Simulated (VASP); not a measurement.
A run of VASP 6.6.1 is set up as follows.

The input INCAR:

```
SYSTEM = Fe
ALGO = Normal
EDIFF = 1E-6
ENCUT = 520
GGA = PE
ISIF = 2
ISMEAR = 0
ISPIN = 2
LASPH = .True.
LCHARG = .False.
LMAXMIX = 4
LORBIT = 11
LREAL = .False.
LUSENCCL = .False.
LWAVE = .False.
MAGMOM = 2.44 2.44 2.44 2.44 2.44 2.44 2.44 2.44
NBANDS = 46
NELM = 150
PREC = Accurate
SIGMA = 0.05
```

The input KPOINTS:

```
k-points
0
Gamma
  1 1 8
  0 0 0
```

Contents of POSCAR:

```
Fe
1.0
   13.0000000000      0.0000000000      0.0000000000
    0.0000000000     13.5000000000      0.0000000000
    0.0000000000      0.0000000000      4.0044584311
Fe
8
Direct
    0.5000000000      0.5524366613      0.0000000000
    0.5000000000      0.3426900160      0.0000000000
    0.3459823680      0.5524366613      0.5000000000
    0.6540176320      0.5524366613      0.5000000000
    0.3459823680      0.4475633387      0.0000000000
    0.6540176320      0.4475633387      0.0000000000
    0.5000000000      0.6573099840      0.5000000000
    0.5000000000      0.4475633387      0.5000000000
```

Potentials or basis: VASP PAW PBE potentials, release 64 (Fe).

The run is started by

```console
$ cat potpaw_PBE.64/Fe/POTCAR > POTCAR
$ mpirun -np 1 vasp_std > vasp.out
```

Task: Predict the site moments.

Result: Fe +2.47, +2.88, +2.80 (each value once) μB.

Task: What does it give for the net moment?

Result: 23.00 μB per cell.

Forces in eV/Å, atoms in the order of the input:
```
Fe   0.000  0.223  0.000
Fe   0.000  1.232  0.000
Fe   1.037  0.140  0.000
Fe  -1.037  0.140  0.000
Fe   1.037 -0.140  0.000
Fe  -1.037 -0.140  0.000
Fe   0.000 -1.232  0.000
Fe   0.000 -0.223  0.000
```
